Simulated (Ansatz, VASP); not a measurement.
# One calculation of InP, two programs

File INCAR:

```
SYSTEM = InP
ALGO = Normal
EDIFF = 1E-6
ENCUT = 500
GGA = PS
GGA_COMPAT = .FALSE.
ISIF = 2
ISMEAR = 0
LASPH = .TRUE.
LCHARG = .FALSE.
LREAL = .FALSE.
LWAVE = .FALSE.
NBANDS = 16
NELM = 120
PREC = Accurate
SIGMA = 0.01
```

File KPOINTS:

```
k-points
0
G
  4 4 4
  0 0 0
```

Contents of POSCAR:

```
InP
1.0
    0.0000000000      2.9305000000      2.9305000000
    2.9305000000      0.0000000000      2.9305000000
    2.9305000000      2.9305000000      0.0000000000
In P
1 1
Direct
    0.0000000000      0.0000000000      0.0000000000
    0.2500000000      0.2500000000      0.2500000000
```

Input for Ansatz:

```yaml
crystal:
  lattice:
    - [0.0, 2.9305, 2.9305]
    - [2.9305, 0.0, 2.9305]
    - [2.9305, 2.9305, 0.0]
  atoms:
    - { symbol: In, position: [0.0, 0.0, 0.0] }
    - { symbol: P, position: [0.25, 0.25, 0.25] }
kpoints:
  mp_grid:
    grid: [4, 4, 4]
hamiltonian:
  xc: pbesol
scf:
  occupations:
    method: fixed
output:
  eigenvalues: true
```

Alike in both runs: task single point; functional PBEsol; k mesh 4 × 4 × 4; no spin polarisation.

|  | VASP | Ansatz |
| --- | --- | --- |
| version | VASP 6.6.1 | Ansatz 0.2.0 |
| potentials or method | VASP PAW PBE potentials, release 64 (In_d, P) | plane waves, PAW |
| plane-wave cutoff (eV) | 500 | 420 |
| occupations | gaussian, width 0.01 eV | fixed |
| valence electrons in the cell | 18 | 18 |

|  | VASP | Ansatz | Ansatz less VASP |
| --- | --- | --- | --- |
| gap on the k mesh at the Fermi level (eV) | 0.60 | 0.60 | +0.002 |

VASP's potentials were made for PBE, not for PBEsol.

The k mesh is coarse, so the values compare programs but aren't converged.
